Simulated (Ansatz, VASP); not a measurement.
## Two plane-wave programs on Ba

File POSCAR:

```
Ba
1.0
   -2.5367939014      2.5367939014      2.5367939014
    2.5367939014     -2.5367939014      2.5367939014
    2.5367939014      2.5367939014     -2.5367939014
Ba
1
Direct
    0.0000000000      0.0000000000      0.0000000000
```

The input INCAR.step1:

```
SYSTEM = Ba
PREC     = Accurate       ! precision mode
ENCUT    = 520            ! plane-wave cutoff, eV
ISMEAR   = 1              ! smearing method
SIGMA    = 1.0            ! smearing width, eV
LREAL    = .False.        ! projectors in reciprocal space
LASPH    = .True.         ! aspherical terms in the spheres
NELM     = 80             ! most SCF steps
NBANDS   = 11             ! bands
GGA      = PE             ! functional
ALGO     = Normal         ! electronic algorithm
EDIFF    = 1E-4           ! SCF threshold, eV
LWAVE    = .True.         ! write WAVECAR
LCHARG   = .False.        ! write CHGCAR
```

The input INCAR.step2:

```
SYSTEM = Ba
PREC     = Accurate       ! precision mode
ENCUT    = 520            ! plane-wave cutoff, eV
EDIFF    = 1E-6           ! SCF threshold, eV
ISMEAR   = 1              ! smearing method
SIGMA    = 1.0            ! smearing width, eV
LREAL    = .False.        ! projectors in reciprocal space
LASPH    = .True.         ! aspherical terms in the spheres
NELM     = 80             ! most SCF steps
ALGO     = Normal         ! electronic algorithm
ISIF     = 2              ! what is computed and relaxed
LWAVE    = .False.        ! write WAVECAR
LCHARG   = .True.         ! write CHGCAR
METAGGA  = R2SCAN         ! meta-GGA
LMIXTAU  = .True.       
LELF     = .True.         ! ELF
LVHAR    = .True.       
NBANDS   = 11             ! bands
ISTART   = 1
```

File KPOINTS:

```
regular mesh
0
Gamma
  9 9 9
  0 0 0
```

Input for Ansatz:

```yaml
crystal:
  lattice:
    - [-2.5367939014, 2.5367939014, 2.5367939014]
    - [2.5367939014, -2.5367939014, 2.5367939014]
    - [2.5367939014, 2.5367939014, -2.5367939014]
  atoms:
    - { symbol: Ba, position: [0.0, 0.0, 0.0] }
hamiltonian:
  xc: r2scan
  pseudopotentials:
    kind: paw
    azcp:
      Ba: "pseudopotentials/Ba.paw.azcp"
basis:
  ecutwfc: 500
  fft_grid_basis: typed
kpoints:
  mp_grid: { grid: [9, 9, 9], shift: [0, 0, 0] }
magnetization:
  spin_polarized: false
scf:
  occupations: { method: methfessel_paxton, width: 1.0 }
  lower_state_search: "off"
output:
  stress: true
```

Alike in both runs: task single point; functional r2SCAN; k mesh 9 × 9 × 9; occupations methfessel-paxton of order 1, width 1 eV; no spin polarisation.

|  | VASP | Ansatz |
| --- | --- | --- |
| version | VASP 6.6.1 | Ansatz 0.2.0 |
| potentials or method | VASP PAW PBE potentials, release 64 (Ba_sv), cutoff 520 eV | plane waves (500 eV) with PAW, scalar-relativistic |
| valence electrons in the cell | 10 | 10 |

```csv
,VASP,Ansatz,Ansatz less VASP
pressure (GPa),0.2,0.1,-0.04
```

VASP's potentials were made for PBE, not for r2SCAN.

Spin-orbit coupling is off throughout.
